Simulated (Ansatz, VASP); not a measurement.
# Two plane-wave programs on KF

Contents of INCAR:

```
SYSTEM = KF
  ALGO = Normal
  EDIFF = 1E-6
  ENCUT = 520
  GGA = PE
  ISIF = 2
  ISMEAR = 0
  LASPH = .TRUE.
  LCHARG = .FALSE.
  LREAL = .FALSE.
  LWAVE = .FALSE.
  NBANDS = 15
  NELM = 60
  PREC = Accurate
  SIGMA = 0.05
```

The input KPOINTS:

```
k-points
0
G
  8 8 8
  0 0 0
```

File POSCAR:

```
KF
1.0
    0.0852652679      2.6795431953      2.6795431953
    2.6795431953      0.0852652679      2.6795431953
    2.6795431953      2.6795431953      0.0852652679
K F
1 1
Direct
    0.0000000000      0.0000000000      0.0000000000
    0.5000000000      0.5000000000      0.5000000000
```

Input for Ansatz:

```yaml
crystal:
  lattice:
    - [0.0852652679, 2.6795431953, 2.6795431953]
    - [2.6795431953, 0.0852652679, 2.6795431953]
    - [2.6795431953, 2.6795431953, 0.0852652679]
  atoms:
    - { symbol: K, position: [0.0, 0.0, 0.0] }
    - { symbol: F, position: [0.5, 0.5, 0.5] }
basis:
  ecutwfc: 520.0
kpoints:
  mp_grid: { grid: [8, 8, 8] }
hamiltonian:
  xc: pbe
scf:
  occupations: { method: gaussian, width: 0.05 }
output:
  forces: true
  stress: true
  eigenvalues: true
```

Alike in both runs: task single point; functional PBE; k mesh 8 × 8 × 8; occupations gaussian, width 0.05 eV; no spin polarisation.

```csv
,VASP,Ansatz
version,VASP 6.6.1,Ansatz 0.2.0
potentials or method,"VASP PAW PBE potentials, release 64 (K_sv, F), cutoff 520 eV","scalar-relativistic, plane waves, PAW"
valence electrons in the cell,16,16
```

|  | VASP | Ansatz | Ansatz less VASP |
| --- | --- | --- | --- |
| gap on the k mesh at the Fermi level (eV) | 6.35 | 6.37 | +0.017 |
| least direct gap on the mesh (eV) | 6.35 | 6.37 | +0.017 |
| pressure (GPa) | 3.0 | 2.9 | -0.08 |
| traceless stress, the component that is largest in VASP (GPa) | -0.44 | -0.45 | -0.007 |
